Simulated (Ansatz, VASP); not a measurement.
**Two plane-wave programs on CaO**

File INCAR:

```
  PREC = Accurate
  ENCUT = 600
  EDIFF = 1E-6
  ISMEAR = 0
  SIGMA = 0.1
  LREAL = False
  LASPH = True
  NELM = 120
  ALGO = Normal
  ISIF = 2
  LWAVE = False
  LCHARG = False
  GGA = PE
  IVDW = 12
  NBANDS = 15
  GGA_COMPAT = False
```

File KPOINTS:

```
Automatic mesh
0
Gamma
  6 6 6
```

Contents of POSCAR:

```
CaO
1.0
    0.0000000000      2.4535000000      2.4535000000
    2.4535000000      0.0000000000      2.4535000000
    2.4535000000      2.4535000000      0.0000000000
Ca O
1 1
Direct
    0.0000000000      0.0000000000      0.0000000000
    0.5000000000      0.5000000000      0.5000000000
```

Input for Ansatz:

```yaml
crystal:
  lattice:
    - [0.0, 2.4535, 2.4535]
    - [2.4535, 0.0, 2.4535]
    - [2.4535, 2.4535, 0.0]
  atoms:
    - { symbol: Ca, position: [0.0, 0.0, 0.0] }
    - { symbol: O, position: [0.5, 0.5, 0.5] }
basis:
  ecutwfc: 420
kpoints:
  mp_grid: { grid: [6, 6, 6] }
hamiltonian:
  xc: pbe
  dispersion: d3bj
scf:
  occupations: { method: gaussian, width: 0.1 }
output:
  forces: true
  stress: true
  eigenvalues: true
```

Alike in both runs: task single point; functional PBE; dispersion D3(BJ); k mesh 6 × 6 × 6; occupations gaussian, width 0.1 eV; no spin polarisation.

```csv
,VASP,Ansatz
version,VASP 6.6.1,Ansatz 0.2.0
potentials or method,"VASP PAW PBE potentials, release 64 (Ca_sv, O), cutoff 600 eV","scalar-relativistic, plane waves, PAW"
valence electrons in the cell,16,16
```

Ansatz gave:

- gap on the k mesh at the Fermi level (eV): 3.66
- least direct gap on the mesh (eV): 4.04
- pressure (GPa): -7.3

Estimate VASP's values.

gap on the k mesh at the Fermi level (eV): 3.64; least direct gap on the mesh (eV): 4.03; pressure (GPa): -7.0.
